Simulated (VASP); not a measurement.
# Ge2Sb2Te (P6/mmm) in VASP: relaxation of cell and atoms with PBE

Aim: the relaxation of cell and atoms of Ge2Sb2Te with PBE.

Program: VASP 6.6.1. These are calculated values, not measurements. Logs are shortened: lines on timing, memory, paths and dates and some standing lists are left out, and cuts for length are marked.

### 1 The cell of the first run

Symmetry: P6/mmm, No. 191, hexagonal system. Conventional cell: a = 4.492 Å, b = 4.492 Å, c = 8.575 Å, α = 90.00°, β = 90.00°, γ = 120.00°. Ge (site symmetry 6mm) has 1 Ge at 2.49 Å and 1 Te at 3.04 Å within 3.3 Å. Within 3.4 Å of Sb (site symmetry -6m2) lie 3 Sb at 2.59 Å and 3 Te at 2.59 Å. Within 3.4 Å of Te (site symmetry 6/mmm) lie 6 Sb at 2.59 Å and 2 Ge at 3.04 Å.

The cell was generated, and may not be a known phase.

### 2 Relaxation of cell and atoms, PBE

INCAR

```
PREC = Accurate
ENCUT = 500
EDIFF = 1E-7
ISMEAR = 0
SIGMA = 0.2
LREAL = F
LASPH = T
NELM = 120
ALGO = Normal
ISIF = 3
LWAVE = F
LCHARG = F
GGA = PE
IBRION = 2
NSW = 36
EDIFFG = -0.08
GGA_COMPAT = F
NELMIN = 4
```

KPOINTS

```
Automatic mesh
0
Gamma
  4 4 2
```

POSCAR

```
Ge2Sb2Te
1.0
    4.4923754400      0.0000000000      0.0000000000
   -2.2461877200      3.8905112500      0.0000000000
    0.0000000000      0.0000000000      8.5748280800
Ge Sb Te
2 2 1
Direct
    0.0000000000      0.0000000000      0.8549686500
    0.0000000000      0.0000000000      0.1450313500
    0.3333333300      0.6666666700      0.5000000000
    0.6666666700      0.3333333300      0.5000000000
    0.0000000000      0.0000000000      0.5000000000
```

Potentials or basis: VASP PAW PBE potentials, release 64 (Ge_d, Sb, Te).

Launch:

```
$ cat potpaw_PBE.64/Ge_d/POTCAR potpaw_PBE.64/Sb/POTCAR potpaw_PBE.64/Te/POTCAR > POTCAR
$ mpirun -np 1 vasp_std > vasp.out
```

OUTCAR:

```text
PREC = Accurate
   ENCUT = 500
   EDIFF = 1E-7
   ISMEAR = 0
   LREAL = F
   LASPH = T
   NELM = 120
   ISIF = 3
   GGA = PE
   IBRION = 2
   NSW = 36
   EDIFFG = -0.08
   NELMIN = 4

 ion  position               nearest neighbor table
   1  0.000  0.000  0.855-   2 2.49   5 3.04
   2  0.000  0.000  0.145-   1 2.49   5 3.04
   3  0.333  0.667  0.500-   4 2.59   5 2.59   4 2.59   5 2.59   5 2.59   4 2.59
   4  0.667  0.333  0.500-   3 2.59   5 2.59   3 2.59   5 2.59   5 2.59   3 2.59
   5  0.000  0.000  0.500-   3 2.59   4 2.59   3 2.59   4 2.59   4 2.59   3 2.59   1 3.04   2 3.04

  LATTYP: Found a hexagonal cell.
 ALAT       =     4.4923754400
 C/A-ratio  =     1.9087514377

  Lattice vectors:

 A1 = (   4.4923754400,   0.0000000000,   0.0000000000)
 A2 = (  -2.2461877200,   3.8905112500,   0.0000000000)
 A3 = (   0.0000000000,   0.0000000000,   8.5748280800)

Analysis of symmetry for initial positions (statically):
=====================================================================
 Subroutine PRICEL returns:
 Original cell was already a primitive cell.

 Routine SETGRP: Setting up the symmetry group for a
 hexagonal supercell.

 Subroutine GETGRP returns: Found 24 space group operations
 (whereof 24 operations were pure point group operations)
 out of a pool of 24 trial point group operations.

The static configuration has the point symmetry D_6h.

Analysis of symmetry for dynamics (positions and initial velocities):
=====================================================================
 Subroutine PRICEL returns:
 Original cell was already a primitive cell.

 Routine SETGRP: Setting up the symmetry group for a
 hexagonal supercell.

 Subroutine GETGRP returns: Found 24 space group operations
 (whereof 24 operations were pure point group operations)
 out of a pool of 24 trial point group operations.

The dynamic configuration has the point symmetry D_6h.

 Subroutine INISYM returns: Found 24 space group operations
 (whereof 24 operations are pure point group operations),
 and found     1 'primitive' translations

----------------------------------------------------------------------------------------

                                     Primitive cell

  volume of cell :     149.8677

  direct lattice vectors                    reciprocal lattice vectors
     4.492375440  0.000000000  0.000000000     0.222599383  0.128517814  0.000000000
    -2.246187720  3.890511250  0.000000000     0.000000000  0.257035627  0.000000000
     0.000000000  0.000000000  8.574828080     0.000000000  0.000000000  0.116620414

  length of vectors
     4.492375440  4.492375436  8.574828080     0.257035627  0.257035627  0.116620414

  position of ions in fractional coordinates (direct lattice)
     0.000000000  0.000000000  0.854968650
     0.000000000  0.000000000  0.145031350
     0.333333330  0.666666670  0.500000000
     0.666666670  0.333333330  0.500000000
     0.000000000  0.000000000  0.500000000

  ion indices of the primitive-cell ions
   primitive index   ion index
                 1           1
                 2           2
                 3           3
                 4           4
                 5           5

----------------------------------------------------------------------------------------

 KPOINTS: Automatic mesh

Automatic generation of k-mesh.
 Grid dimensions read from file:
 generate k-points for:    4    4    2

 Generating k-lattice:

  Cartesian coordinates                     Fractional coordinates (reciprocal lattice)
     0.055649846  0.032129453  0.000000000     0.250000000 -0.000000000  0.000000000
     0.000000000  0.064258907  0.000000000     0.000000000  0.250000000  0.000000000
     0.000000000  0.000000000  0.058310207     0.000000000  0.000000000  0.500000000

  Length of vectors
     0.064258907  0.064258907  0.058310207

  Shift w.r.t. Gamma in fractional coordinates (k-lattice)
     0.000000000  0.000000000  0.000000000

 Subroutine IBZKPT returns following result:
 ===========================================

 Found      8 irreducible k-points:

 Following reciprocal coordinates:
            Coordinates               Weight
  0.000000  0.000000  0.000000      1.000000
  0.250000  0.000000  0.000000      6.000000
  0.500000  0.000000  0.000000      3.000000
  0.250000  0.250000  0.000000      6.000000
  0.000000  0.000000  0.500000      1.000000
  0.250000  0.000000  0.500000      6.000000
  0.500000  0.000000  0.500000      3.000000
  0.250000  0.250000  0.500000      6.000000
   k-points           NKPTS =      8   k-points in BZ     NKDIM =      8   number of bands    NBANDS=     26
   number of dos      NEDOS =    301   number of ions     NIONS =      5
   total plane-waves  NPLWV =  82944
   dimension x,y,z NGX =    36 NGY =   36 NGZ =   64
   dimension x,y,z NGXF=    72 NGYF=   72 NGZF=  128
   ions per type =               2   2   1
   NGX,Y,Z   is equivalent  to a cutoff of  13.32, 13.32, 12.41 a.u.
   NGXF,Y,Z  is equivalent  to a cutoff of  26.64, 26.64, 24.82 a.u.
 SYSTEM =  unknown system
   PREC   = accura    normal or accurate (medium, high low for compatibility)
   ISTART =      0    job   : 0-new  1-cont  2-samecut
   ICHARG =      2    charge: 1-file 2-atom 10-const
   ISPIN  =      1    spin polarized calculation?
   LNONCOLLINEAR =      F non collinear calculations
   LSORBIT =      F    spin-orbit coupling
   LASPH  =      T    aspherical Exc in radial PAW
   ENCUT  =  500.0 eV  36.75 Ry    6.06 a.u.   8.19  8.19 15.63*2*pi/ulx,y,z
   NELM   =    120;   NELMIN=  4; NELMDL= -5     # of ELM steps
   EDIFF  = 0.1E-06   stopping-criterion for ELM
   LREAL  =      F    real-space projection
   EDIFFG = -.8E-01   stopping-criterion for IOM
   NSW    =     36    number of steps for IOM
   IBRION =      2    ionic relax: 0-MD 1-quasi-New 2-CG
   NFREE  =      1    steps in history (QN), initial steepest desc. (CG)
   ISIF   =      3    stress and relaxation
   ISYM   =      2    0-nonsym 1-usesym 2-fastsym
   POTIM  = 0.5000    time-step for ionic-motion
   TEBEG  =    0.0;   TEEND  =   0.0 temperature during run
   PSTRESS=    0.0 pullay stress
   NELECT =      44.0000    total number of electrons
   NUPDOWN=      -1.0000    fix difference up-down
   EMIN   =  10.00;   EMAX   =-10.00  energy-range for DOS
   EFERMI =   0.00;   METHOD = LEGACY
   ISMEAR =     0;   SIGMA  =   0.20  broadening in eV -4-tet -1-fermi 0-gaus
   EFERMI_NEDOS =   21; number of points for ismear=-14 and -15
   IALGO  =     38    algorithm
   IMIX   =      4    mixing-type and parameters
     AMIX     =   0.40;   BMIX     =  1.00
     AMIX_MAG =   1.60;   BMIX_MAG =  1.00
  volume/ion in A,a.u.               =      29.97       202.27
  Fermi-wavevector in a.u.,A,eV,Ry     =   1.088069  2.056152 16.107851  1.183894
  Thomas-Fermi vector in A             =   2.224242
   LORBIT       =      0    0 simple, 1 ext, 2 COOP (PROOUT), +10 PAW based schemes
   GGA     = PE    functional components
   LHFCALC =     F    Hartree Fock is set to
   AEXX    =    0.0000 exact exchange contribution
   IVDW    =     0    specifies the selected vdW correction
   LEPSILON=     F    determine dielectric tensor
   LRPA    =     F    only Hartree local field effects (RPA)
 conjugate gradient relaxation of ions
 non-spin polarized calculation
 Gauss-broadening in eV      SIGMA  =   0.20
  energy-cutoff  :      500.00
  volume of cell :      149.87
 maximum number of plane-waves:      3822
 NGX is ok and might be reduce to    36
   NGX = 17   NGY = 17   NGZ = 31

--------------------------------------- Ionic step        1  -------------------------------------------

 number of electron      44.0000036 magnetization

 Free energy of the ion-electron system (eV)
  ---------------------------------------------------
  ext. energy  EPLUGINS =         0.00000000
  ---------------------------------------------------
  free energy    TOTEN  =        -8.37470570 eV

  energy without entropy =       -8.29647527  energy(sigma->0) =       -8.33559049

 E-fermi :   5.6011     XC(G=0):  -8.9585

 val. band max:        5.5848253381   @ k =   0.5000   0.0000   0.5000
 cond. band min:       5.7211772268   @ k =   0.2500   0.2500   0.5000
 fundamental gap:      0.1363518887
 Fermi energy:         5.6010889354

 k-point     1 :       0.0000    0.0000    0.0000
  band No.  band energies     occupation
      1     -19.2626      2.00000
      2     -19.2391      2.00000
      3     -19.2391      2.00000
      4     -19.2301      2.00000
      5     -19.2301      2.00000
      6     -19.2033      2.00000
[... 18 lines left out ...]
     25       7.6477      0.00000
     26       7.6477      0.00000
[... 223 lines left out ...]
 POSITION                                       TOTAL-FORCE (eV/Angst)
 -----------------------------------------------------------------------------------
      0.00000      0.00000      7.33121        -0.000000     -0.000000      0.856114
      0.00000      0.00000      1.24362        -0.000000      0.000000     -0.856114
     -0.00000      2.59367      4.28741         0.000000     -0.000000     -0.000000
      2.24619      1.29684      4.28741        -0.000000      0.000000      0.000000
      0.00000      0.00000      4.28741        -0.000000     -0.000000      0.000000
 -----------------------------------------------------------------------------------
    total drift:                               -0.000000      0.000000      0.000000

  FREE ENERGIE OF THE ION-ELECTRON SYSTEM (eV)
  ---------------------------------------------------
  free  energy   TOTEN  =        -8.3747056999 eV

  energy  without entropy=       -8.2964752710  energy(sigma->0) =       -8.33559049

--------------------------------------- Ionic step        2  -------------------------------------------

 number of electron      43.9999849 magnetization

 E-fermi :  -0.0099     XC(G=0):  -6.2202

 val. band max:       -0.0250414693   @ k =   0.2500   0.2500   0.0000
 cond. band min:       0.0327952080   @ k =   0.5000   0.0000   0.5000
 fundamental gap:      0.0578366773
 Fermi energy:        -0.0099348106

 k-point     1 :       0.0000    0.0000    0.0000
  band No.  band energies     occupation
      1     -24.4273      2.00000
      2     -24.3547      2.00000
      3     -24.3547      2.00000
      4     -24.3475      2.00000
      5     -24.3475      2.00000
      6     -24.3454      2.00000
[... 18 lines left out ...]
     25       0.6347      0.00001
     26       2.0383      0.00000
[... 457 lines left out ...]
 POSITION                                       TOTAL-FORCE (eV/Angst)
 -----------------------------------------------------------------------------------
      0.00000     -0.00000      6.95560         0.000000      0.000000     -0.228162
      0.00000     -0.00000      1.24951         0.000000      0.000000      0.228162
     -0.00000      3.20641      4.10255        -0.000000     -0.000000     -0.000000
      2.77683      1.60320      4.10255         0.000000      0.000000     -0.000000
      0.00000     -0.00000      4.10255         0.000000     -0.000000     -0.000000
 -----------------------------------------------------------------------------------
    total drift:                               -0.000000      0.000000      0.000000

  FREE ENERGIE OF THE ION-ELECTRON SYSTEM (eV)
  ---------------------------------------------------
  free  energy   TOTEN  =       -15.4335454683 eV

  energy  without entropy=      -15.2698148902  energy(sigma->0) =      -15.35168018

--------------------------------------- Ionic step        9  -------------------------------------------

 number of electron      43.9999958 magnetization

 Free energy of the ion-electron system (eV)
  ---------------------------------------------------
  ext. energy  EPLUGINS =         0.00000000
  ---------------------------------------------------
  free energy    TOTEN  =       -15.44208287 eV

  energy without entropy =      -15.27987238  energy(sigma->0) =      -15.36097763

 E-fermi :   2.0149     XC(G=0):  -7.3672

 val. band max:        2.0052412252   @ k =   0.0000   0.0000   0.5000
 cond. band min:       2.0473037575   @ k =   0.2500   0.0000   0.0000
 fundamental gap:      0.0420625323
 Fermi energy:         2.0148587093

 k-point     1 :       0.0000    0.0000    0.0000
  band No.  band energies     occupation
      1     -22.4985      2.00000
      2     -22.4985      2.00000
      3     -22.4915      2.00000
      4     -22.4915      2.00000
      5     -22.4741      2.00000
      6     -22.4359      2.00000
[... 18 lines left out ...]
     25       3.2418      0.00000
     26       3.5840      0.00000
[... 223 lines left out ...]
 POSITION                                       TOTAL-FORCE (eV/Angst)
 -----------------------------------------------------------------------------------
      0.00000      0.00000      6.98840         0.000000      0.000000     -0.034907
      0.00000     -0.00000      1.28043         0.000000     -0.000000      0.034907
     -0.00000      3.21300      4.13441         0.000000      0.000000      0.000000
      2.78254      1.60650      4.13441        -0.000000     -0.000000      0.000000
     -2.78254      4.81950      4.13441         0.000000      0.000000      0.000000
 -----------------------------------------------------------------------------------
    total drift:                               -0.000000      0.000000      0.000000

  FREE ENERGIE OF THE ION-ELECTRON SYSTEM (eV)
  ---------------------------------------------------
  free  energy   TOTEN  =       -15.4420828652 eV

  energy  without entropy=      -15.2798723850  energy(sigma->0) =      -15.36097763

 reached required accuracy - stopping structural energy minimisation
```

Run time: 9.9 min. Hardware: 1 thread of Intel Xeon 8259CL, shared host; peak memory 0.3 GiB.

Results:

```yaml
Free_energy: -15.4421 eV
Relaxed_volume: 44.36 Å³/atom
Relaxed_cell: a = 5.565 Å, b = 5.565 Å, c = 8.269 Å, α = 90.00°, β = 90.00°, γ = 120.00°
Space_group_after_relaxing_to_0.1_Å: P6/mmm (No. 191)
Energy_gained_by_relaxing: 1413.5 meV/atom
Ionic_steps: 9
Pressure_after_relaxing: 0.0 GPa
Largest_force_after_relaxing: 0.035 eV/Å
Band_gap_on_the_k_mesh: zero (bands 22 and 23 overlap by 0.44 eV)
```

Forces on the atoms (eV/Å):
```
Ge   0.000  0.000 -0.035
Ge   0.000  0.000  0.035
Sb   0.000  0.000  0.000
Sb   0.000  0.000  0.000
Te   0.000  0.000  0.000
```

The path:
| step | energy change (eV) | largest force (eV/Å) | pressure (GPa) | volume (Å³) |
| --- | --- | --- | --- | --- |
| 1 | 0.0000 | 0.8561 | 31.71 | 149.87 |
| 2 | -5.1187 | 1.1347 | -4.21 | 305.01 |
| 3 | -6.9618 | 0.5815 | 0.12 | 222.20 |
| 4 | -6.9709 | 0.6628 | -0.42 | 227.96 |
| 5 | -6.9714 | 0.6401 | -0.26 | 226.24 |
| 6 | -7.0178 | 0.5034 | -0.13 | 223.87 |
| 7 | -7.0548 | 0.1200 | 0.47 | 217.55 |
| 8 | -7.0588 | 0.2282 | 0.29 | 219.17 |
| 9 | -7.0674 | 0.0349 | -0.02 | 221.78 |

Final structure:
```
Ge Sb Te
1.0
     5.56508    0.00000    0.00000
    -2.78254    4.81950    0.00000
     0.00000    0.00000    8.26883
Ge Sb Te
2 2 1
Cartesian
  0.0000 0.0000 6.9884
  0.0000 0.0000 1.2804
  0.0000 3.2130 4.1344
  2.7825 1.6065 4.1344
  -2.7825 4.8195 4.1344
```

Caveat: the k points lie up to 0.38 Å⁻¹ apart in the final cell; the volume moved by over 15 % at a fixed basis, so the end points are rough; semilocal functionals underestimate gaps, and a narrow one can read as zero; spin-orbit coupling is left out, which moves the levels of the heavy elements; the relaxation stopped at a loose force limit of 0.08 eV/Å, so its end isn't a converged minimum.

The gap in the log of VASP goes by the Fermi energy; the results here count the filled bands.